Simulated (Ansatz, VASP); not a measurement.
# One calculation of HfF5, two programs

```
Hf F
1.0
     4.28797    0.00000    0.00000
    -2.14398    3.71349    0.00000
     0.00000    0.00000    4.60309
Hf F
1 5
Direct
  0.00000 0.00000 0.50000
  0.00000 0.33177 0.00000
  0.66823 0.66823 0.00000
  0.33177 0.00000 0.00000
  0.66667 0.33333 0.50000
  0.33333 0.66667 0.50000
```

Change from the starting cell: species swapped into the MgCd5 type (P-62m, No. 189).

Alike in both runs: task relaxation of cell and atoms; functional PBE; k mesh 6 × 6 × 4; occupations gaussian, width 0.1 eV; no spin polarisation.

|  | VASP | Ansatz |
| --- | --- | --- |
| version | VASP 6.6.1 | Ansatz 0.2.0 |
| potentials or method | VASP PAW PBE potentials, release 64 (Hf_pv, F), cutoff 600 eV | scalar-relativistic, plane waves, PAW |
| valence electrons in the cell | 45 | 61 |

```tsv
	VASP	Ansatz	Ansatz less VASP
gap on the k mesh at the Fermi level, each at its own relaxed structure (eV)	none	none	-
relaxed volume (Å³/atom)	9.91	10.08	+0.178
relaxed cell length with the largest relative difference (Å)	4.418	4.453	+0.0350
```

A gap of «none» marks a metal or a gap that the smearing closes. VASP's potentials hold 45 valence electrons a cell and Ansatz's 61, so a difference there can come from the potentials and not from the codes.

Neither program's run includes spin-orbit coupling. Noted on VASP's run: the volume moved by over 15 % at a fixed basis, so the end points are rough.
